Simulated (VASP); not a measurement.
# CuI (F-43m) in VASP: single point with PBE

Aim: the single point of CuI with PBE.

All numbers are computed with VASP 6.6.1; they aren't measurements. Logs are shortened: lines on timing, memory, paths and dates and some standing lists are left out, and cuts for length are marked.

**1. The cell of the first run**

Symmetry: F-43m, No. 216, cubic system. Conventional cell: a = 6.063 Å, b = 6.063 Å, c = 6.063 Å, α = 90.00°, β = 90.00°, γ = 90.00°. Cu (site symmetry -43m) has 4 I at 2.63 Å within 3.5 Å. I (site symmetry -43m) has 4 Cu at 2.63 Å within 3.5 Å.

**2. Single point, PBE**

INCAR reads:

```
SYSTEM = CuI
ALGO = Normal ; EDIFF = 1E-6
ENCUT = 600 ; GGA = PE
GGA_COMPAT = .FALSE. ; ISIF = 2
ISMEAR = 0 ; LASPH = .TRUE.
LCHARG = .FALSE. ; LREAL = .FALSE.
LWAVE = .FALSE. ; NBANDS = 16
NELM = 120 ; PREC = Accurate
SIGMA = 0.01
```

KPOINTS reads:

```
k-points
0
G
  4 4 4
  0 0 0
```

POSCAR reads:

```
CuI
1.0
    0.0000000000      3.0315000000      3.0315000000
    3.0315000000      0.0000000000      3.0315000000
    3.0315000000      3.0315000000      0.0000000000
Cu I
1 1
Direct
    0.7500000000      0.7500000000      0.7500000000
    0.0000000000      0.0000000000      0.0000000000
```

Potentials or basis: VASP PAW PBE potentials, release 64 (Cu, I).

Started as:

```console
$ cat potpaw_PBE.64/Cu/POTCAR potpaw_PBE.64/I/POTCAR > POTCAR
$ mpirun -np 1 vasp_std > vasp.out
```

OUTCAR:

```text
SYSTEM = CuI
   EDIFF = 1E-6
   ENCUT = 600
   GGA = PE
   ISIF = 2
   ISMEAR = 0
   LASPH = .TRUE.
   LREAL = .FALSE.
   NELM = 120
   PREC = Accurate

 ion  position               nearest neighbor table
   1  0.750  0.750  0.750-   2 2.63   2 2.63   2 2.63   2 2.63
   2  0.000  0.000  0.000-   1 2.63   1 2.63   1 2.63   1 2.63

  LATTYP: Found a face centered cubic cell.
 ALAT       =     6.0630000000

  Lattice vectors:

 A1 = (   0.0000000000,   3.0315000000,   3.0315000000)
 A2 = (   3.0315000000,   0.0000000000,   3.0315000000)
 A3 = (   3.0315000000,   3.0315000000,   0.0000000000)

Analysis of symmetry for initial positions (statically):
=====================================================================
 Subroutine PRICEL returns:
 Original cell was already a primitive cell.

 Routine SETGRP: Setting up the symmetry group for a
 face centered cubic supercell.

 Subroutine GETGRP returns: Found 24 space group operations
 (whereof 24 operations were pure point group operations)
 out of a pool of 48 trial point group operations.

The static configuration has the point symmetry T_d .

Analysis of symmetry for dynamics (positions and initial velocities):
=====================================================================
 Subroutine PRICEL returns:
 Original cell was already a primitive cell.

 Routine SETGRP: Setting up the symmetry group for a
 face centered cubic supercell.

 Subroutine GETGRP returns: Found 24 space group operations
 (whereof 24 operations were pure point group operations)
 out of a pool of 48 trial point group operations.

The dynamic configuration has the point symmetry T_d .

 Subroutine INISYM returns: Found 24 space group operations
 (whereof 24 operations are pure point group operations),
 and found     1 'primitive' translations

----------------------------------------------------------------------------------------

                                     Primitive cell

  volume of cell :      55.7189

  direct lattice vectors                    reciprocal lattice vectors
     0.000000000  3.031500000  3.031500000    -0.164934851  0.164934851  0.164934851
     3.031500000  0.000000000  3.031500000     0.164934851 -0.164934851  0.164934851
     3.031500000  3.031500000  0.000000000     0.164934851  0.164934851 -0.164934851

  length of vectors
     4.287188414  4.287188414  4.287188414     0.285675541  0.285675541  0.285675541

[... 62 lines left out ...]
   NELM   =    120;   NELMIN=  2; NELMDL= -5     # of ELM steps
   EDIFF  = 0.1E-05   stopping-criterion for ELM
   LREAL  =      F    real-space projection
   EDIFFG = 0.1E-04   stopping-criterion for IOM
   NSW    =      0    number of steps for IOM
   IBRION =     -1    ionic relax: 0-MD 1-quasi-New 2-CG
   NFREE  =      0    steps in history (QN), initial steepest desc. (CG)
   ISIF   =      2    stress and relaxation
   ISYM   =      2    0-nonsym 1-usesym 2-fastsym
   POTIM  = 0.5000    time-step for ionic-motion
   TEBEG  =    0.0;   TEEND  =   0.0 temperature during run
   PSTRESS=    0.0 pullay stress
   NELECT =      18.0000    total number of electrons
   NUPDOWN=      -1.0000    fix difference up-down
   EMIN   =  10.00;   EMAX   =-10.00  energy-range for DOS
   EFERMI =   0.00;   METHOD = LEGACY
   ISMEAR =     0;   SIGMA  =   0.01  broadening in eV -4-tet -1-fermi 0-gaus
   EFERMI_NEDOS =   21; number of points for ismear=-14 and -15
   IALGO  =     38    algorithm
   IMIX   =      4    mixing-type and parameters
     AMIX     =   0.40;   BMIX     =  1.00
     AMIX_MAG =   1.60;   BMIX_MAG =  1.00
  volume/ion in A,a.u.               =      27.86       188.00
  Fermi-wavevector in a.u.,A,eV,Ry     =   1.123306  2.122741 17.168055  1.261816
  Thomas-Fermi vector in A             =   2.259971
   LORBIT       =      0    0 simple, 1 ext, 2 COOP (PROOUT), +10 PAW based schemes
   GGA     = PE    functional components
   LHFCALC =     F    Hartree Fock is set to
   AEXX    =    0.0000 exact exchange contribution
   IVDW    =     0    specifies the selected vdW correction
   LEPSILON=     F    determine dielectric tensor
   LRPA    =     F    only Hartree local field effects (RPA)
 non-spin polarized calculation
 Gauss-broadening in eV      SIGMA  =   0.01
  energy-cutoff  :      600.00
  volume of cell :       55.72
 maximum number of plane-waves:      1880
 NGX is ok and might be reduce to    36
   NGX = 17   NGY = 17   NGZ = 17

 number of electron      18.0000006 magnetization

 Free energy of the ion-electron system (eV)
  ---------------------------------------------------
  ext. energy  EPLUGINS =         0.00000000
  ---------------------------------------------------
  free energy    TOTEN  =        -5.52802488 eV

  energy without entropy =       -5.52802488  energy(sigma->0) =       -5.52802488

 E-fermi :   4.5309     XC(G=0):  -8.9291

 val. band max:        4.4413150748   @ k =   0.0000   0.0000   0.0000
 cond. band min:       5.5825286426   @ k =   0.0000   0.0000   0.0000
 fundamental gap:      1.1412135679
 Fermi energy:         4.5308660540

 k-point     1 :       0.0000    0.0000    0.0000
  band No.  band energies     occupation
      1      -9.5598      2.00000
      2       0.8032      2.00000
      3       0.8032      2.00000
      4       0.8032      2.00000
      5       2.5837      2.00000
      6       2.5837      2.00000
[... 129 lines left out ...]
      3      -0.0794      2.00000
      4       0.6057      2.00000
      5       2.5225      2.00000
      6       2.5378      2.00000
[... 8 lines left out ...]
     15      15.9827      0.00000
     16      16.4430      0.00000

------------------------ aborting loop because EDIFF is reached ----------------------------------------

  FORCE on cell =-STRESS in cart. coord.  units (eV):
  Direction    XX          YY          ZZ          XY          YZ          ZX
  --------------------------------------------------------------------------------------
  -------------------------------------------------------------------------------------
  Total        0.3367997      0.3367997      0.3367997      0.0000000      0.0000000      0.0000000
  in kB        9.6845524      9.6845524      9.6845524      0.0000000      0.0000000      0.0000000
  external PRESSURE =       9.6845524 kB  Pullay stress =       0.0000000 kB

 VOLUME and BASIS-vectors are now :
 -----------------------------------------------------------------------------
  energy-cutoff  :      600.00
  volume of cell :       55.72
      direct lattice vectors                 reciprocal lattice vectors
     0.000000000  3.031500000  3.031500000    -0.164934851  0.164934851  0.164934851
     3.031500000  0.000000000  3.031500000     0.164934851 -0.164934851  0.164934851
     3.031500000  3.031500000  0.000000000     0.164934851  0.164934851 -0.164934851

 POSITION                                       TOTAL-FORCE (eV/Angst)
 -----------------------------------------------------------------------------------
      4.54725      4.54725      4.54725        -0.000000     -0.000000     -0.000000
      0.00000      0.00000      0.00000         0.000000      0.000000      0.000000
 -----------------------------------------------------------------------------------
    total drift:                               -0.000000     -0.000000     -0.000000

  FREE ENERGIE OF THE ION-ELECTRON SYSTEM (eV)
  ---------------------------------------------------
  free  energy   TOTEN  =        -5.5280248817 eV

  energy  without entropy=       -5.5280248817  energy(sigma->0) =       -5.52802488
```

stdout:

```text
POSCAR found type information on POSCAR CuI
 POSCAR found :  2 types and       2 ions
 scaLAPACK will be used
 LDA part: xc-table for (Slater+PW92), standard interpolation
 POSCAR, INCAR and KPOINTS ok, starting setup
 FFT: planning ... GRIDC
 FFT: planning ... GRID_SOFT
 FFT: planning ... GRID
 WAVECAR not read
 entering main loop
```

Wall time 9 s (1 thread of AMD EPYC 9R45 (Zen 5), shared host); peak memory 0.17 GiB.

What came out:

- Free energy: -5.5280 eV
- Pressure: 1.0 GPa
- Band gap on the k mesh: 1.14 eV

Levels at points of the mesh, in eV from the valence-band top:
| k point | band 6 | band 7 | band 8 | band 9 | band 10 | band 11 | band 12 | band 13 |
| --- | --- | --- | --- | --- | --- | --- | --- | --- |
| (0.00, 0.00, 0.00) | -1.86 | 0.00 | 0.00 | 0.00 | 1.14 | 4.87 | 4.87 | 4.87 |
| (0.50, 0.00, 0.00) | -1.83 | -1.78 | -0.71 | -0.71 | 2.15 | 5.40 | 5.40 | 7.40 |
| (0.50, 0.50, 0.00) | -1.80 | -1.77 | -1.50 | -1.50 | 2.71 | 2.90 | 9.19 | 9.75 |

Caveat: the k points lie up to 0.45 Å⁻¹ apart; spin-orbit coupling is left out, which moves the levels of the heavy elements. As with any semilocal functional, this PBE gap is likely too small.
